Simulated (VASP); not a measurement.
# Al (Pm-3m) in VASP: a series of runs

The runs below take Al through single point, relaxation of cell and atoms, with RPBE.

Everything below comes from runs of VASP 6.6.1. Logs are shortened: lines on timing, memory, paths and dates and some standing lists are left out, and cuts for length are marked.

## Step 1: The cell of the first run

Symmetry: Pm-3m, No. 221, cubic system. The conventional cell has a = 2.845 Å, b = 2.845 Å, c = 2.845 Å, α = 90.00°, β = 90.00°, γ = 90.00°. Within 3.7 Å of Al (site symmetry m-3m) lie 6 Al at 2.84 Å.

## Step 2: Single point, RPBE (volume scaled by 1.12)

INCAR

```
PREC = Accurate
ENCUT = 520
EDIFF = 1E-7
ISMEAR = -1
SIGMA = 0.1
LREAL = False
LASPH = True
NELM = 80
ALGO = Normal
ISIF = 2
LWAVE = False
LCHARG = False
GGA = RP
NBANDS = 8
```

KPOINTS

```
Automatic mesh
0
Gamma
  13 13 13
```

POSCAR

```
Al
1.0
    2.8447843208      0.0000000000      0.0000000000
    0.0000000000      2.8447843208      0.0000000000
    0.0000000000      0.0000000000      2.8447843208
Al
1
Direct
    0.0000000000      0.0000000000      0.0000000000
```

Potentials or basis: VASP PAW PBE potentials, release 64 (Al).

The run is started by

```sh
> cat potpaw_PBE.64/Al/POTCAR > POTCAR
> mpirun -np 1 vasp_std > vasp.out
```

OUTCAR:

```text
PREC = Accurate
   ENCUT = 520
   EDIFF = 1E-7
   ISMEAR = -1
   LREAL = False
   LASPH = True
   NELM = 80
   ISIF = 2
   GGA = RP

 ion  position               nearest neighbor table
   1  0.000  0.000  0.000-

  LATTYP: Found a simple cubic cell.
 ALAT       =     2.8447843208

  Lattice vectors:

 A1 = (   2.8447843208,   0.0000000000,   0.0000000000)
 A2 = (   0.0000000000,   2.8447843208,   0.0000000000)
 A3 = (   0.0000000000,   0.0000000000,   2.8447843208)

Analysis of symmetry for initial positions (statically):
=====================================================================
 Subroutine PRICEL returns:
 Original cell was already a primitive cell.

 Routine SETGRP: Setting up the symmetry group for a
 simple cubic supercell.

 Subroutine GETGRP returns: Found 48 space group operations
 (whereof 48 operations were pure point group operations)
 out of a pool of 48 trial point group operations.

The static configuration has the point symmetry O_h .

Analysis of symmetry for dynamics (positions and initial velocities):
=====================================================================
 Subroutine PRICEL returns:
 Original cell was already a primitive cell.

 Routine SETGRP: Setting up the symmetry group for a
 simple cubic supercell.

 Subroutine GETGRP returns: Found 48 space group operations
 (whereof 48 operations were pure point group operations)
 out of a pool of 48 trial point group operations.

The dynamic configuration has the point symmetry O_h .

 Subroutine INISYM returns: Found 48 space group operations
 (whereof 48 operations are pure point group operations),
 and found     1 'primitive' translations

----------------------------------------------------------------------------------------

                                     Primitive cell

  volume of cell :      23.0223

  direct lattice vectors                    reciprocal lattice vectors
     2.844784321  0.000000000  0.000000000     0.351520498  0.000000000  0.000000000
     0.000000000  2.844784321  0.000000000     0.000000000  0.351520498  0.000000000
     0.000000000  0.000000000  2.844784321     0.000000000  0.000000000  0.351520498

  length of vectors
     2.844784321  2.844784321  2.844784321     0.351520498  0.351520498  0.351520498

  position of ions in fractional coordinates (direct lattice)
[... 70 lines left out ...]
   ICHARG =      2    charge: 1-file 2-atom 10-const
   ISPIN  =      1    spin polarized calculation?
   LNONCOLLINEAR =      F non collinear calculations
   LSORBIT =      F    spin-orbit coupling
   LASPH  =      T    aspherical Exc in radial PAW
   ENCUT  =  520.0 eV  38.22 Ry    6.18 a.u.   5.29  5.29  5.29*2*pi/ulx,y,z
   NELM   =     80;   NELMIN=  2; NELMDL= -5     # of ELM steps
   EDIFF  = 0.1E-06   stopping-criterion for ELM
   LREAL  =      F    real-space projection
   EDIFFG = 0.1E-05   stopping-criterion for IOM
   NSW    =      0    number of steps for IOM
   IBRION =     -1    ionic relax: 0-MD 1-quasi-New 2-CG
   NFREE  =      0    steps in history (QN), initial steepest desc. (CG)
   ISIF   =      2    stress and relaxation
   ISYM   =      2    0-nonsym 1-usesym 2-fastsym
   POTIM  = 0.5000    time-step for ionic-motion
   TEBEG  =    0.0;   TEEND  =   0.0 temperature during run
   PSTRESS=    0.0 pullay stress
   NELECT =       3.0000    total number of electrons
   NUPDOWN=      -1.0000    fix difference up-down
   EMIN   =  10.00;   EMAX   =-10.00  energy-range for DOS
   EFERMI =   0.00;   METHOD = LEGACY
   ISMEAR =    -1;   SIGMA  =   0.10  broadening in eV -4-tet -1-fermi 0-gaus
   EFERMI_NEDOS =   21; number of points for ismear=-14 and -15
   IALGO  =     38    algorithm
   IMIX   =      4    mixing-type and parameters
     AMIX     =   0.40;   BMIX     =  1.00
     AMIX_MAG =   1.60;   BMIX_MAG =  1.00
  volume/ion in A,a.u.               =      23.02       155.36
  Fermi-wavevector in a.u.,A,eV,Ry     =   0.829977  1.568429  9.372527  0.688861
  Thomas-Fermi vector in A             =   1.942615
   LORBIT       =      0    0 simple, 1 ext, 2 COOP (PROOUT), +10 PAW based schemes
   GGA     = RP    functional components
   LHFCALC =     F    Hartree Fock is set to
   AEXX    =    0.0000 exact exchange contribution
   IVDW    =     0    specifies the selected vdW correction
   LEPSILON=     F    determine dielectric tensor
   LRPA    =     F    only Hartree local field effects (RPA)
 non-spin polarized calculation
  energy-cutoff  :      520.00
  volume of cell :       23.02
 maximum number of plane-waves:       638
 NGX is ok and might be reduce to    24
   NGX = 11   NGY = 11   NGZ = 11

 number of electron       3.0000000 magnetization

 Free energy of the ion-electron system (eV)
  ---------------------------------------------------
  ext. energy  EPLUGINS =         0.00000000
  ---------------------------------------------------
  free energy    TOTEN  =        -3.09817376 eV

  energy without entropy =       -3.07664452  energy(sigma->0) =       -3.08740914

 E-fermi :   4.6345     XC(G=0):  -8.9206

 val. band max:        4.6127107870   @ k =   0.3846   0.3846   0.0000
 cond. band min:       4.6426492649   @ k =   0.4615   0.4615   0.3077
 fundamental gap:      0.0299384779
 Fermi energy:         4.6344759245

 k-point     1 :       0.0000    0.0000    0.0000
  band No.  band energies     occupation
      1      -4.1704      2.00000
      2      12.2791      0.00000
      3      12.2791      0.00000
      4      12.8678      0.00000
      5      12.8678      0.00000
      6      12.8678      0.00000
      7      18.5293      0.00000
      8      26.8113      0.00000
[... 243 lines left out ...]
 k-point    24 :       0.3846    0.3077    0.0000
  band No.  band energies     occupation
      1       0.0887      2.00000
      2       4.2063      1.97274
      3       6.9836      0.00000
      4      11.3234      0.00000
      5      16.4099      0.00000
      6      18.7677      0.00000
      7      20.4805      0.00000
      8      22.6316      0.00000

 [... further k-points ...]
[... 5 lines left out ...]
  --------------------------------------------------------------------------------------
  -------------------------------------------------------------------------------------
  Total       -0.7023054     -0.7023054     -0.7023054     -0.0000000     -0.0000000      0.0000000
  in kB      -48.8751983    -48.8751983    -48.8751983     -0.0000000     -0.0000000      0.0000000
  external PRESSURE =     -48.8751983 kB  Pullay stress =       0.0000000 kB

 VOLUME and BASIS-vectors are now :
 -----------------------------------------------------------------------------
  energy-cutoff  :      520.00
  volume of cell :       23.02
      direct lattice vectors                 reciprocal lattice vectors
     2.844784321  0.000000000  0.000000000     0.351520498  0.000000000  0.000000000
     0.000000000  2.844784321  0.000000000     0.000000000  0.351520498  0.000000000
     0.000000000  0.000000000  2.844784321     0.000000000  0.000000000  0.351520498

 POSITION                                       TOTAL-FORCE (eV/Angst)
 -----------------------------------------------------------------------------------
      0.00000      0.00000      0.00000         0.000000      0.000000      0.000000
 -----------------------------------------------------------------------------------
    total drift:                                0.000000      0.000000      0.000000

  FREE ENERGIE OF THE ION-ELECTRON SYSTEM (eV)
  ---------------------------------------------------
  free  energy   TOTEN  =        -3.0981737556 eV

  energy  without entropy=       -3.0766445223  energy(sigma->0) =       -3.08740914
```

Wall time 6.5 s (1 thread of AMD EPYC 9R45 (Zen 5), shared host); peak memory 0.1 GiB.

Results:

```yaml
Free_energy: -3.0982 eV
Pressure: -4.9 GPa
```

Levels at points of the mesh, in eV from the Fermi level:
| k point | band 1 | band 2 | band 3 | band 4 | band 5 |
| --- | --- | --- | --- | --- | --- |
| (0.00, 0.00, 0.00) | -8.80 | 7.64 | 7.64 | 8.23 | 8.23 |

Caveat: the cell differs from its parent crystal (volume scaled by 1.12); the PAW data sets were made with another functional, which shifts forces and pressure a little.

## Step 3: Relaxation of cell and atoms, RPBE

This run uses another cell than the first one, of 17.93 Å³/atom, 0.779 times its volume.

INCAR

```
SYSTEM = Al
PREC = Accurate ; ENCUT = 600
EDIFF = 1E-7 ; ISMEAR = -1
SIGMA = 0.1 ; LREAL = .False.
LASPH = .True. ; NELM = 100
ALGO = Normal ; ISIF = 3
LWAVE = .False. ; LCHARG = .False.
GGA = RP ; IBRION = 2
NSW = 80 ; EDIFFG = -0.01
```

KPOINTS

```
regular mesh
0
Gamma
  12 12 12
  0 0 0
```

POSCAR

```
Al
1.0
    2.6173666896      0.0000000000      0.0000000000
    0.0000000000      2.6173666896      0.0000000000
    0.0000000000      0.0000000000      2.6173666896
Al
1
Direct
    0.0000000000      0.0000000000      0.0000000000
```

Potentials or basis: VASP PAW PBE potentials, release 64 (Al).

The run is started by

```sh
> cat potpaw_PBE.64/Al/POTCAR > POTCAR
> mpirun -np 1 vasp_std > vasp.out
```

It took 10 s on 1 thread of AMD EPYC 9R45 (Zen 5), shared host; peak memory 0.1 GiB.

It converged, with:

```yaml
Free_energy: -3.1437 eV
Relaxed_volume: 20.50 Å³/atom
Relaxed_cell: a = 2.737 Å, b = 2.737 Å, c = 2.737 Å, α = 90.00°, β = 90.00°, γ = 90.00°
Space_group_after_relaxing_to_0.05_Å: Pm-3m (No. 221)
Energy_gained_by_relaxing: 70.1 meV/atom
Ionic_steps: 3
Pressure_after_relaxing: 0.1 GPa
```

Step by step:
| step | energy change (eV) | largest force (eV/Å) | pressure (GPa) | volume (Å³) |
| --- | --- | --- | --- | --- |
| 1 | 0.0000 | 0.0000 | 9.82 | 17.93 |
| 2 | -0.0687 | 0.0000 | -1.05 | 20.94 |
| 3 | -0.0701 | 0.0000 | 0.06 | 20.50 |

Final structure:
```xyz
1
Lattice="2.7368 0.0000 0.0000 0.0000 2.7368 0.0000 0.0000 0.0000 2.7368" Properties=species:S:1:pos:R:3 pbc="T T T"
Al    0.0000    0.0000    0.0000
```

Levels at points of the mesh, in eV from the Fermi level:
| k point | band 1 | band 2 | band 3 | band 4 | band 5 |
| --- | --- | --- | --- | --- | --- |
| (0.00, 0.00, 0.00) | -9.44 | 7.93 | 7.93 | 9.06 | 9.06 |
| (0.50, 0.00, 0.00) | -5.14 | -4.02 | 10.46 | 12.55 | 12.55 |
| (0.50, 0.50, 0.00) | -0.52 | -0.52 | -0.27 | 2.21 | 16.10 |
| (0.50, 0.50, 0.50) | 2.85 | 2.85 | 2.85 | 5.55 | 5.55 |

Caveat: the PAW data sets were made with another functional, which shifts forces and pressure a little.
